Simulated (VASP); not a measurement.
# Si4Se (P-3m1) in VASP: notebook

Runs on Si4Se. Level: PBE. Tasks: single point.

Everything below comes from runs of VASP 6.6.1. Logs are shortened: lines on timing, memory, paths and dates and some standing lists are left out, and cuts for length are marked.

### Step 1. The cell of the first run

Symmetry: P-3m1, No. 164, trigonal system. The conventional cell has a = 3.059 Å, b = 3.059 Å, c = 9.837 Å, α = 90.00°, β = 90.00°, γ = 120.00°. Si (site symmetry 3m) has 3 Se at 2.20 Å within 2.9 Å. Si (site symmetry 3m) has 12 Si at 2.97 to 3.06 Å within 3.9 Å. Within 2.9 Å of Se (site symmetry -3m) lie 6 Si at 2.20 Å.

### Step 2. Single point, PBE

INCAR reads:

```
SYSTEM = Si4Se
PREC = Accurate ; ENCUT = 520
EDIFF = 1E-6 ; ISMEAR = 0
SIGMA = 0.1 ; LREAL = .False.
LASPH = .True. ; NELM = 60
ALGO = Normal ; ISIF = 2
LWAVE = .False. ; LCHARG = .True.
GGA = PE ; LELF = .True.
LVHAR = .True. ; NBANDS = 19
```

KPOINTS reads:

```
Automatic mesh
0
Gamma
  6 6 2
  0 0 0
```

POSCAR reads:

```
Si4Se
1.0
    3.0592273900      0.0000000000      0.0000000000
   -1.5296137000      2.6493686400      0.0000000000
    0.0000000000      0.0000000000      9.8368887200
Si Se
4 1
Direct
    0.3333333300      0.6666666700      0.8658552800
    0.3333333300      0.6666666700      0.3767953500
    0.6666666700      0.3333333300      0.1341447200
    0.6666666700      0.3333333300      0.6232046500
    0.0000000000      0.0000000000      0.0000000000
```

Potentials or basis: VASP PAW PBE potentials, release 64 (Si, Se).

Run with:

```bash
$ cat potpaw_PBE.64/Si/POTCAR potpaw_PBE.64/Se/POTCAR > POTCAR
$ mpirun -np 1 vasp_std > vasp.out
```

OUTCAR:

```text
SYSTEM = Si4Se
   PREC = Accurate
   ENCUT = 520
   EDIFF = 1E-6
   ISMEAR = 0
   LREAL = .False.
   LASPH = .True.
   NELM = 60
   ISIF = 2
   GGA = PE

 ion  position               nearest neighbor table
   1  0.333  0.667  0.866-   5 2.20   5 2.20   5 2.20   4 2.97   4 2.97   4 2.97
   2  0.333  0.667  0.377-   3 2.97   3 2.97   3 2.97   4 3.00   4 3.00   4 3.00
   3  0.667  0.333  0.134-   5 2.20   5 2.20   5 2.20   2 2.97   2 2.97   2 2.97
   4  0.667  0.333  0.623-   1 2.97   1 2.97   1 2.97   2 3.00   2 3.00   2 3.00
   5  0.000  0.000  0.000-   1 2.20   3 2.20   3 2.20   1 2.20   3 2.20   1 2.20

  LATTYP: Found a hexagonal cell.
 ALAT       =     3.0592273900
 C/A-ratio  =     3.2154813834

  Lattice vectors:

 A1 = (   3.0592273900,   0.0000000000,   0.0000000000)
 A2 = (  -1.5296137000,   2.6493686400,   0.0000000000)
 A3 = (   0.0000000000,   0.0000000000,   9.8368887200)

Analysis of symmetry for initial positions (statically):
=====================================================================
 Subroutine PRICEL returns:
 Original cell was already a primitive cell.

 Routine SETGRP: Setting up the symmetry group for a
 hexagonal supercell.

 Subroutine GETGRP returns: Found 12 space group operations
 (whereof 12 operations were pure point group operations)
 out of a pool of 24 trial point group operations.

The static configuration has the point symmetry D_3d.

Analysis of symmetry for dynamics (positions and initial velocities):
=====================================================================
 Subroutine PRICEL returns:
 Original cell was already a primitive cell.

 Routine SETGRP: Setting up the symmetry group for a
 hexagonal supercell.

 Subroutine GETGRP returns: Found 12 space group operations
 (whereof 12 operations were pure point group operations)
 out of a pool of 24 trial point group operations.

The dynamic configuration has the point symmetry D_3d.

 Subroutine INISYM returns: Found 12 space group operations
 (whereof 12 operations are pure point group operations),
 and found     1 'primitive' translations

----------------------------------------------------------------------------------------

                                     Primitive cell

  volume of cell :      79.7282

  direct lattice vectors                    reciprocal lattice vectors
     3.059227390  0.000000000  0.000000000     0.326879919  0.188724209  0.000000000
    -1.529613700  2.649368640  0.000000000     0.000000000  0.377448417  0.000000000
     0.000000000  0.000000000  9.836888720     0.000000000  0.000000000  0.101658159

  length of vectors
     3.059227390  3.059227396  9.836888720     0.377448418  0.377448417  0.101658159

  position of ions in fractional coordinates (direct lattice)
     0.333333330  0.666666670  0.865855280
     0.333333330  0.666666670  0.376795350
     0.666666670  0.333333330  0.134144720
     0.666666670  0.333333330  0.623204650
     0.000000000  0.000000000  0.000000000

  ion indices of the primitive-cell ions
   primitive index   ion index
                 1           1
                 2           2
                 3           3
                 4           4
                 5           5

----------------------------------------------------------------------------------------

 KPOINTS: Automatic mesh

Automatic generation of k-mesh.
 Grid dimensions read from file:
 generate k-points for:    6    6    2

 Generating k-lattice:

  Cartesian coordinates                     Fractional coordinates (reciprocal lattice)
     0.054479986  0.031454035  0.000000000     0.166666667  0.000000000  0.000000000
     0.000000000  0.062908070  0.000000000     0.000000000  0.166666667  0.000000000
     0.000000000  0.000000000  0.050829080     0.000000000  0.000000000  0.500000000

  Length of vectors
     0.062908070  0.062908070  0.050829080

  Shift w.r.t. Gamma in fractional coordinates (k-lattice)
     0.000000000  0.000000000  0.000000000

 Subroutine IBZKPT returns following result:
 ===========================================

 Found     14 irreducible k-points:

 Following reciprocal coordinates:
            Coordinates               Weight
  0.000000  0.000000  0.000000      1.000000
  0.166667  0.000000  0.000000      6.000000
  0.333333 -0.000000  0.000000      6.000000
  0.500000 -0.000000  0.000000      3.000000
  0.166667  0.166667  0.000000      6.000000
  0.333333  0.166667  0.000000     12.000000
  0.333333  0.333333  0.000000      2.000000
  0.000000  0.000000  0.500000      1.000000
  0.166667  0.000000  0.500000      6.000000
  0.333333 -0.000000  0.500000      6.000000
  0.500000 -0.000000  0.500000      3.000000
  0.166667  0.166667  0.500000      6.000000
  0.333333  0.166667  0.500000     12.000000
  0.333333  0.333333  0.500000      2.000000
   k-points           NKPTS =     14   k-points in BZ     NKDIM =     14   number of bands    NBANDS=     19
   number of dos      NEDOS =    301   number of ions     NIONS =      5
   total plane-waves  NPLWV =  46080
   dimension x,y,z NGX =    24 NGY =   24 NGZ =   80
   dimension x,y,z NGXF=    48 NGYF=   48 NGZF=  160
   ions per type =               4   1
   NGX,Y,Z   is equivalent  to a cutoff of  13.04, 13.04, 13.52 a.u.
   NGXF,Y,Z  is equivalent  to a cutoff of  26.08, 26.08, 27.04 a.u.
 SYSTEM =  Si4Se
   PREC   = accura    normal or accurate (medium, high low for compatibility)
   ISTART =      0    job   : 0-new  1-cont  2-samecut
   ICHARG =      2    charge: 1-file 2-atom 10-const
   ISPIN  =      1    spin polarized calculation?
   LNONCOLLINEAR =      F non collinear calculations
   LSORBIT =      F    spin-orbit coupling
   LASPH  =      T    aspherical Exc in radial PAW
   ENCUT  =  520.0 eV  38.22 Ry    6.18 a.u.   5.69  5.69 18.29*2*pi/ulx,y,z
   NELM   =     60;   NELMIN=  2; NELMDL= -5     # of ELM steps
   EDIFF  = 0.1E-05   stopping-criterion for ELM
   LREAL  =      F    real-space projection
   EDIFFG = 0.1E-04   stopping-criterion for IOM
   NSW    =      0    number of steps for IOM
   IBRION =     -1    ionic relax: 0-MD 1-quasi-New 2-CG
   NFREE  =      0    steps in history (QN), initial steepest desc. (CG)
   ISIF   =      2    stress and relaxation
   ISYM   =      2    0-nonsym 1-usesym 2-fastsym
   POTIM  = 0.5000    time-step for ionic-motion
   TEBEG  =    0.0;   TEEND  =   0.0 temperature during run
   PSTRESS=    0.0 pullay stress
   NELECT =      22.0000    total number of electrons
   NUPDOWN=      -1.0000    fix difference up-down
   EMIN   =  10.00;   EMAX   =-10.00  energy-range for DOS
   EFERMI =   0.00;   METHOD = LEGACY
   ISMEAR =     0;   SIGMA  =   0.10  broadening in eV -4-tet -1-fermi 0-gaus
   EFERMI_NEDOS =   21; number of points for ismear=-14 and -15
   IALGO  =     38    algorithm
   IMIX   =      4    mixing-type and parameters
     AMIX     =   0.40;   BMIX     =  1.00
     AMIX_MAG =   1.60;   BMIX_MAG =  1.00
  volume/ion in A,a.u.               =      15.95       107.61
  Fermi-wavevector in a.u.,A,eV,Ry     =   1.065807  2.014083 15.455454  1.135944
  Thomas-Fermi vector in A             =   2.201370
   LORBIT       =      0    0 simple, 1 ext, 2 COOP (PROOUT), +10 PAW based schemes
   GGA     = PE    functional components
   LHFCALC =     F    Hartree Fock is set to
   AEXX    =    0.0000 exact exchange contribution
   IVDW    =     0    specifies the selected vdW correction
   LEPSILON=     F    determine dielectric tensor
   LRPA    =     F    only Hartree local field effects (RPA)
 non-spin polarized calculation
 Gauss-broadening in eV      SIGMA  =   0.10
  energy-cutoff  :      520.00
  volume of cell :       79.73
 maximum number of plane-waves:      2160
 NGX is ok and might be reduce to    24
   NGX = 11   NGY = 11   NGZ = 37

 number of electron      22.0000001 magnetization

 Free energy of the ion-electron system (eV)
  ---------------------------------------------------
  ext. energy  EPLUGINS =         0.00000000
  ---------------------------------------------------
  free energy    TOTEN  =       -17.71497825 eV

  energy without entropy =      -17.69529294  energy(sigma->0) =      -17.70513559

 E-fermi :   8.9524     XC(G=0): -10.8309

 val. band max:        8.9342770673   @ k =   0.3333   0.1667   0.0000
 cond. band min:       9.0213135891   @ k =   0.3333  -0.0000   0.5000
 fundamental gap:      0.0870365218
 Fermi energy:         8.9524253855

 k-point     1 :       0.0000    0.0000    0.0000
  band No.  band energies     occupation
      1     -11.5462      2.00000
      2      -4.0296      2.00000
      3      -2.3043      2.00000
      4       0.3171      2.00000
      5       1.8441      2.00000
      6       5.7711      2.00000
[... 11 lines left out ...]
     18      15.6215      0.00000
     19      15.8516      0.00000

 k-point     2 :       0.1667    0.0000    0.0000
  band No.  band energies     occupation
      1     -11.0265      2.00000
      2      -3.4824      2.00000
      3      -1.7475      2.00000
      4       0.8451      2.00000
      5       2.1280      2.00000
      6       2.8431      2.00000
[... 11 lines left out ...]
     18      15.0722      0.00000
     19      15.2827      0.00000

 k-point     3 :       0.3333   -0.0000    0.0000
  band No.  band energies     occupation
      1      -9.5679      2.00000
      2      -2.1173      2.00000
      3      -1.5762      2.00000
      4      -0.0498      2.00000
      5       2.2966      2.00000
      6       3.4183      2.00000
[... 11 lines left out ...]
     18      14.3459      0.00000
     19      14.9794      0.00000

 k-point     4 :       0.5000   -0.0000    0.0000
  band No.  band energies     occupation
      1      -8.2158      2.00000
      2      -4.1811      2.00000
      3      -0.0237      2.00000
      4       1.9048      2.00000
      5       2.1558      2.00000
      6       2.9282      2.00000
[... 187 lines left out ...]
     18      14.1035      0.00000
     19      15.2675      0.00000

 k-point    13 :       0.3333    0.1667    0.5000
  band No.  band energies     occupation
      1      -8.3855      2.00000
      2      -3.1300      2.00000
      3      -0.5322      2.00000
      4       0.4381      2.00000
      5       1.7431      2.00000
      6       2.9750      2.00000
[... 11 lines left out ...]
     18      14.0873      0.00000
     19      14.6310      0.00000

 k-point    14 :       0.3333    0.3333    0.5000
  band No.  band energies     occupation
      1      -7.5583      2.00000
      2      -2.5520      2.00000
      3      -2.5520      2.00000
      4       0.8114      2.00000
      5       3.2203      2.00000
      6       3.2203      2.00000
[... 11 lines left out ...]
     18      12.4337      0.00000
     19      16.1291      0.00000

------------------------ aborting loop because EDIFF is reached ----------------------------------------

  FORCE on cell =-STRESS in cart. coord.  units (eV):
  Direction    XX          YY          ZZ          XY          YZ          ZX
  --------------------------------------------------------------------------------------
  -------------------------------------------------------------------------------------
  Total       15.5653611     15.5653611     13.9333598     -0.0000000     -0.0000000     -0.0000000
  in kB      312.7936106    312.7936116    279.9977397     -0.0000006     -0.0000000     -0.0000000
  external PRESSURE =     301.8616539 kB  Pullay stress =       0.0000000 kB

 VOLUME and BASIS-vectors are now :
 -----------------------------------------------------------------------------
  energy-cutoff  :      520.00
  volume of cell :       79.73
      direct lattice vectors                 reciprocal lattice vectors
     3.059227390  0.000000000  0.000000000     0.326879919  0.188724209  0.000000000
    -1.529613700  2.649368640  0.000000000     0.000000000  0.377448417  0.000000000
     0.000000000  0.000000000  9.836888720     0.000000000  0.000000000  0.101658159

 POSITION                                       TOTAL-FORCE (eV/Angst)
 -----------------------------------------------------------------------------------
     -0.00000      1.76625      8.51732        -0.000000      0.000000     -8.165621
     -0.00000      1.76625      3.70649         0.000000     -0.000000     -0.340672
      1.52961      0.88312      1.31957        -0.000000      0.000000      8.165621
      1.52961      0.88312      6.13039        -0.000000      0.000000      0.340672
      0.00000      0.00000      0.00000        -0.000000      0.000000     -0.000000
 -----------------------------------------------------------------------------------
    total drift:                               -0.000000     -0.000000     -0.000000

  FREE ENERGIE OF THE ION-ELECTRON SYSTEM (eV)
  ---------------------------------------------------
  free  energy   TOTEN  =       -17.7149782519 eV

  energy  without entropy=      -17.6952929376  energy(sigma->0) =      -17.70513559
```

Run time: 60 s. Hardware: 1 thread of AMD EPYC 7R13, shared host; peak memory 0.17 GiB.

Results:

| Item | Value |
| --- | --- |
| Free energy | -17.7150 eV |
| Pressure | 30.2 GPa |
| Largest force | 8.166 eV/Å |
| Band gap on the k mesh | zero (band 11 reaches 11.62 eV, above the bottom of band 12 at 7.08 eV) |

Forces in eV/Å, atoms in the order of the input:
```
Si   0.000  0.000 -8.166
Si   0.000  0.000 -0.341
Si   0.000  0.000  8.166
Si   0.000  0.000  0.341
Se   0.000  0.000  0.000
```

Caveat: the k points lie up to 0.40 Å⁻¹ apart; forces of over 1 eV/Å act on the atoms, so gaps and moduli don't describe the material at rest.

### Step 3. Single point, PBE

This run uses another cell than the first one, of 17.48 Å³/atom, 1.096 times its volume.

INCAR reads:

```
PREC = Accurate
ENCUT = 520
EDIFF = 1E-6
ISMEAR = 0
SIGMA = 0.1
LREAL = False
LASPH = True
NELM = 80
ALGO = Normal
ISIF = 2
LWAVE = False
LCHARG = True
GGA = PE
LELF = True
LVHAR = True
NBANDS = 19
```

KPOINTS reads:

```
Automatic mesh
0
Gamma
  6 6 2
```

POSCAR reads:

```
Si4Se
1.0
    3.6113365157      0.0000000034      0.0000000000
   -1.8056682608      3.1275091625      0.0000000000
    0.0000000000      0.0000000000      7.7393779052
Si Se
4 1
Direct
    0.3333333333      0.6666666667      0.7725019067
    0.3333333333      0.6666666667      0.3999894251
    0.6666666667      0.3333333333      0.2274980933
    0.6666666667      0.3333333333      0.6000105749
    0.0000000000      0.0000000000      0.0000000000
```

Potentials or basis: VASP PAW PBE potentials, release 64 (Si, Se).

Run with:

```bash
$ cat potpaw_PBE.64/Si/POTCAR potpaw_PBE.64/Se/POTCAR > POTCAR
$ mpirun -np 1 vasp_std > vasp.out
```

It took 55 s on 1 thread of AMD EPYC 7R13, shared host; peak memory 0.17 GiB.

The run converged. Its results:

```yaml
Free_energy: -23.9341 eV
Pressure: 0.2 GPa
Largest_force: 0.020 eV/Å
Band_gap_on_the_k_mesh: zero (band 11 reaches 8.93 eV, above the bottom of band 12 at 4.87 eV)
```

Forces on the atoms (eV/Å):
```
Si   0.000  0.000 -0.020
Si   0.000  0.000  0.013
Si   0.000  0.000  0.020
Si   0.000  0.000 -0.013
Se   0.000  0.000  0.000
```

Stress tensor (GPa, compression positive):
```
 0.39  0.00  0.00
 0.00  0.39  0.00
 0.00  0.00 -0.20
```

Levels at points of the mesh, in eV from the Fermi level:
| k point | band 7 | band 8 | band 9 | band 10 | band 11 | band 12 | band 13 | band 14 | band 15 | band 16 |
| --- | --- | --- | --- | --- | --- | --- | --- | --- | --- | --- |
| (0.00, 0.00, 0.00) | -1.36 | -0.61 | -0.61 | 1.48 | 1.48 | 1.61 | 1.68 | 3.25 | 3.25 | 3.45 |
| (0.50, 0.00, 0.00) | -3.38 | -2.20 | -2.15 | -1.56 | -0.97 | -0.69 | 0.03 | 0.84 | 2.79 | 4.04 |
| (0.00, 0.00, 0.50) | -0.85 | -0.47 | -0.47 | -0.47 | 1.04 | 1.04 | 1.83 | 2.90 | 2.90 | 3.38 |
| (0.50, 0.00, 0.50) | -4.35 | -4.04 | -3.06 | -2.54 | 0.12 | 0.76 | 0.78 | 1.66 | 2.80 | 3.28 |

Caveat: the k points lie up to 0.41 Å⁻¹ apart.
